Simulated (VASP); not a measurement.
Here is a VASP 6.6.1 calculation.

INCAR

```
  ALGO = Normal
  EDIFF = 1E-6
  ENCUT = 520
  GGA = PE
  ISIF = 2
  ISMEAR = -1
  ISPIN = 2
  LASPH = True
  LCHARG = False
  LORBIT = 11
  LREAL = Auto
  LWAVE = False
  MAGMOM = 0 0 0 0 0 0 0 0 0 0 0 0 0 0 0 0 0 0 0.22
  NBANDS = 57
  NELM = 150
  PREC = Accurate
  SIGMA = 0.02
```

KPOINTS

```
k-points
0
Gamma
  2 2 1
```

Contents of POSCAR:

```
SiC18
1.0
    7.3980000000      0.0000000000      0.0000000000
   -3.6990000000      6.4068560000      0.0000000000
    0.0000000000      0.0000000000     11.0000000000
C Si
18 1
Direct
    0.0050698322      0.0031491265      0.0897052727
    0.2262957817      0.1114534180      0.0882752727
    0.0045618580      0.3348547244      0.0856763636
    0.2263533027      0.4451386140      0.0882442727
    0.0048079735      0.6663166770      0.0940686364
    0.2260032092      0.7777441853      0.0938628182
    0.3373588533      0.0004879148      0.0911069091
    0.5594035147      0.1114423361      0.0882097273
    0.3365731237      0.3329848525      0.0861212727
    0.5577192605      0.4411792617      0.0868955455
    0.3357752613      0.6663428989      0.0940210000
    0.5595655801      0.7795136960      0.0971264545
    0.6722895735      0.0031322696      0.0896084545
    0.8939297439      0.1136086093      0.0851479091
    0.6706599039      0.3329848525      0.0860900000
    0.8930429832      0.4451340876      0.0882257273
    0.6694250488      0.6646330119      0.0907197273
    0.8941813004      0.7794937174      0.0972161818
    0.7037474049      0.7321787785      0.2751332727
```

Potentials or basis: VASP PAW PBE potentials, release 64 (C, Si).

The run is started by

```bash
$ cat potpaw_PBE.64/C/POTCAR potpaw_PBE.64/Si/POTCAR > POTCAR
$ mpirun -np 1 vasp_std > vasp.out
```

Problem. What does it give for the site moments?

Solution. C +0.02, -0.01, -0.00, +0.00, +0.01, +0.03 (each value once); Si +0.27 μB.

Problem. Estimate the net moment.

Solution. 1.00 μB per cell.

Problem. What does it give for the largest force?

Solution. 0.014 eV/Å.

Forces on the atoms (eV/Å):
```
C   -0.009 -0.003  0.000
C    0.001 -0.003  0.000
C   -0.003  0.003  0.001
C    0.009  0.008 -0.003
C   -0.006  0.001  0.002
C    0.005  0.006 -0.002
C   -0.002 -0.002 -0.005
C   -0.002 -0.006 -0.003
C   -0.002  0.004  0.001
C    0.000  0.003 -0.005
C    0.008 -0.004 -0.003
C   -0.001  0.002  0.004
C   -0.001 -0.005 -0.003
C   -0.001  0.002 -0.002
C    0.002  0.003 -0.004
C    0.000  0.002  0.003
C   -0.003 -0.011  0.007
C   -0.003  0.000  0.011
Si   0.008  0.002  0.000
```

Caveat: the k points lie up to 0.49 Å⁻¹ apart.
